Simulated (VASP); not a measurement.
A run of VASP 6.6.1 is set up as follows.

File INCAR:

```
SYSTEM = Li4ZrN2
ALGO     = Normal         ! electronic algorithm
EDIFF    = 1E-7           ! SCF threshold, eV
EDIFFG   = -0.001         ! ionic threshold
ENCUT    = 600            ! plane-wave cutoff, eV
GGA      = PE             ! functional
IBRION   = 2              ! ionic algorithm
ISIF     = 3              ! what is computed and relaxed
ISMEAR   = 0              ! smearing method
LASPH    = .TRUE.         ! aspherical terms in the spheres
LCHARG   = .FALSE.        ! write CHGCAR
LREAL    = .FALSE.        ! projectors in reciprocal space
LWAVE    = .FALSE.        ! write WAVECAR
NELM     = 80             ! most SCF steps
NSW      = 80             ! ionic steps
PREC     = Accurate       ! precision mode
SIGMA    = 0.1            ! smearing width, eV
```

KPOINTS

```
k-points
0
G
  12 12 4
  0 0 0
```

POSCAR

```
Li4ZrN2
1.0
    3.3086562850      0.0000000000      0.0000000000
   -1.6543281425      2.8653803952      0.0000000000
    0.0000000000      0.0000000000      9.0425419041
Li Zr N
4 1 2
Direct
    0.6666666667      0.3333333333      0.2197461926
    0.3333333333      0.6666666667      0.3870966782
    0.3333333333      0.6666666667      0.7802538074
    0.6666666667      0.3333333333      0.6129033218
    0.0000000000      0.0000000000      0.0000000000
    0.3333333333      0.6666666667      0.1375810605
    0.6666666667      0.3333333333      0.8624189395
```

Potentials or basis: VASP PAW PBE potentials, release 64 (Li_sv, Zr_sv, N).

Command:

```bash
$ cat potpaw_PBE.64/Li_sv/POTCAR potpaw_PBE.64/Zr_sv/POTCAR potpaw_PBE.64/N/POTCAR > POTCAR
$ mpirun -np 1 vasp_std > vasp.out
```

Task: Predict the relaxed volume.

Result: 12.20 Å³/atom.

Task: Predict the space group after relaxing (to 0.1 Å).

Result: P-3m1 (No. 164).

Task: Estimate the relaxed cell.

Result: a = 3.308 Å, b = 3.308 Å, c = 9.015 Å, α = 90.00°, β = 90.00°, γ = 120.00°.

Task: What does it give for the band gap on the k mesh?

Result: Zero (bands 17 and 18 overlap by 1.43 eV).

The path:
```csv
step,energy change (eV),largest force (eV/Å),pressure (GPa),volume (Å³)
1,0.0000,0.0141,-0.08,85.73
2,-0.0001,0.0138,-0.01,85.65
3,-0.0001,0.0135,0.07,85.56
4,-0.0001,0.0108,0.05,85.55
5,-0.0002,0.0056,0.01,85.51
6,-0.0002,0.0105,-0.01,85.50
7,-0.0002,0.0064,-0.01,85.48
8,-0.0002,0.0019,-0.02,85.45
9,-0.0002,0.0019,-0.02,85.45
10,-0.0002,0.0033,-0.01,85.47
11,-0.0002,0.0019,-0.02,85.45
12,-0.0002,0.0017,0.01,85.43
13,-0.0002,0.0019,0.01,85.43
14,-0.0002,0.0017,0.00,85.44
15,-0.0002,0.0013,0.00,85.44
16,-0.0002,0.0013,0.00,85.43
17,-0.0002,0.0008,0.00,85.43
```

Caveat: the cutoff is under 1.25 times the usual one of these potentials, so pressure, stress and relaxed cells hold a basis-set (Pulay) error.
